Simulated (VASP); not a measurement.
**GdO: single point with PBE+U**

GdO:

```xyz
2
Lattice="3.0325 0.0000 0.0000 0.0000 3.0325 0.0000 0.0000 0.0000 3.0325" Properties=species:S:1:pos:R:3 pbc="T T T"
Gd    0.0000    0.0000    0.0000
O     1.5163    1.5163    1.5163
```

```json
{"Program": "VASP 6.6.1", "Task": "single point", "Functional": "PBE", "Potentials or basis": "VASP PAW PBE potentials, release 64 (Gd, O)", "Cutoff": "520 eV", "k mesh": "10 × 10 × 10", "Occupations": "gaussian, width 0.05 eV", "Spin": "non-collinear spin, typed start, spin-orbit coupling", "Starting moments": "[[0.0, 0.0, 7.0], [0.0, 0.0, 0.0]] μB", "Hubbard terms": "Gd f U = 6.0 eV"}
```

The pressure is -0.2 GPa, the net moment is 7.48 μB per cell and the valence electrons inside the program's atomic spheres are Gd 15.38; O 4.95.

Moments on the atoms (μB; x, y, z):
```
Gd   0.00  0.00  7.08
O    0.00  0.00 -0.05
```

Wall time 6.7 min on 1 thread of Oxide Virtual Turin-like Processor, on a shared host, peak memory 0.37 GiB.

Caveat: a cell with one magnetic atom can't hold antiferromagnetic order, which such compounds often take. The state reached can hang on the start; a lower one may exist.
